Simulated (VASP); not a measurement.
Input of a VASP 6.6.1 run:

The input INCAR:

```
AGGAC = 1.0
AGGAX = 1.0
ALDAC = 0.0
ALDAX = 1.0
ALGO = Normal
EDIFF = 1E-6
ENCUT = 500
GGA = B5
GGA_COMPAT = False
ISIF = 2
ISMEAR = 1
ISYM = -1
LASPH = True
LCHARG = False
LREAL = False
LWAVE = False
NBANDS = 32
NELM = 120
PREC = Accurate
SIGMA = 0.028
```

Contents of KPOINTS:

```
explicit points
63
Reciprocal
  0.10000000   0.10000000   0.10000000 2
  0.10000000   0.10000000   0.30000000 2
  0.10000000   0.10000000   0.50000000 2
  0.10000000   0.10000000   0.70000000 2
  0.10000000   0.10000000   0.90000000 2
  0.10000000   0.30000000   0.10000000 2
  0.10000000   0.30000000   0.30000000 2
  0.10000000   0.30000000   0.50000000 2
  0.10000000   0.30000000   0.70000000 2
  0.10000000   0.30000000   0.90000000 2
  0.10000000   0.50000000   0.10000000 2
  0.10000000   0.50000000   0.30000000 2
  0.10000000   0.50000000   0.50000000 2
  0.10000000   0.50000000   0.70000000 2
  0.10000000   0.50000000   0.90000000 2
  0.10000000   0.70000000   0.10000000 2
  0.10000000   0.70000000   0.30000000 2
  0.10000000   0.70000000   0.50000000 2
  0.10000000   0.70000000   0.70000000 2
  0.10000000   0.70000000   0.90000000 2
  0.10000000   0.90000000   0.10000000 2
  0.10000000   0.90000000   0.30000000 2
  0.10000000   0.90000000   0.50000000 2
  0.10000000   0.90000000   0.70000000 2
  0.10000000   0.90000000   0.90000000 2
  0.30000000   0.10000000   0.10000000 2
  0.30000000   0.10000000   0.30000000 2
  0.30000000   0.10000000   0.50000000 2
  0.30000000   0.10000000   0.70000000 2
  0.30000000   0.10000000   0.90000000 2
  0.30000000   0.30000000   0.10000000 2
  0.30000000   0.30000000   0.30000000 2
  0.30000000   0.30000000   0.50000000 2
  0.30000000   0.30000000   0.70000000 2
  0.30000000   0.30000000   0.90000000 2
  0.30000000   0.50000000   0.10000000 2
  0.30000000   0.50000000   0.30000000 2
  0.30000000   0.50000000   0.50000000 2
  0.30000000   0.50000000   0.70000000 2
  0.30000000   0.50000000   0.90000000 2
  0.30000000   0.70000000   0.10000000 2
  0.30000000   0.70000000   0.30000000 2
  0.30000000   0.70000000   0.50000000 2
  0.30000000   0.70000000   0.70000000 2
  0.30000000   0.70000000   0.90000000 2
  0.30000000   0.90000000   0.10000000 2
  0.30000000   0.90000000   0.30000000 2
  0.30000000   0.90000000   0.50000000 2
  0.30000000   0.90000000   0.70000000 2
  0.30000000   0.90000000   0.90000000 2
  0.50000000   0.10000000   0.10000000 2
  0.50000000   0.10000000   0.30000000 2
  0.50000000   0.10000000   0.50000000 2
  0.50000000   0.10000000   0.70000000 2
  0.50000000   0.10000000   0.90000000 2
  0.50000000   0.30000000   0.10000000 2
  0.50000000   0.30000000   0.30000000 2
  0.50000000   0.30000000   0.50000000 2
  0.50000000   0.30000000   0.70000000 2
  0.50000000   0.30000000   0.90000000 2
  0.50000000   0.50000000   0.10000000 2
  0.50000000   0.50000000   0.30000000 2
  0.50000000   0.50000000   0.50000000 1
```

Contents of POSCAR:

```
Pb2S2Br
1.0
    0.0000000000      4.2964710000      0.0000000000
    4.2964710000      0.0000000000      0.0000000000
    2.1482350000      2.1482350000     -7.1424710000
Pb S Br
2 2 1
Direct
    0.1500000000      0.1500000000      0.7000000000
    0.8500000000      0.8500000000      0.3000000000
    0.7500000000      0.2500000000      0.5000000000
    0.2500000000      0.7500000000      0.5000000000
    0.5000000000      0.5000000000      0.0000000000
```

Potentials or basis: VASP PAW PBE potentials, release 64 (Pb_d, S, Br).

The run is started by

```console
$ cat potpaw_PBE.64/Pb_d/POTCAR potpaw_PBE.64/S/POTCAR potpaw_PBE.64/Br/POTCAR > POTCAR
$ mpirun -np 1 vasp_std > vasp.out
```

Task: Predict the largest force.

Result: 3.769 eV/Å.

Task: Predict the band gap on the k mesh.

Result: Zero (an odd number of electrons rules out a gap without spin polarisation).

Task: Predict the pressure.

Result: 17.6 GPa.

Stress tensor (GPa, compression positive):
```
19.78  0.02  0.00
 0.02 19.78  0.00
 0.00  0.00 13.36
```

Caveat: the stress differs along the axes, from 13 to 20 GPa; the PAW data sets were made with another functional, which shifts forces and pressure a little; spin-orbit coupling is left out, which moves the levels of the heavy elements; an odd number of electrons without spin polarisation forces a metal; a magnetic or distorted state may lie lower.
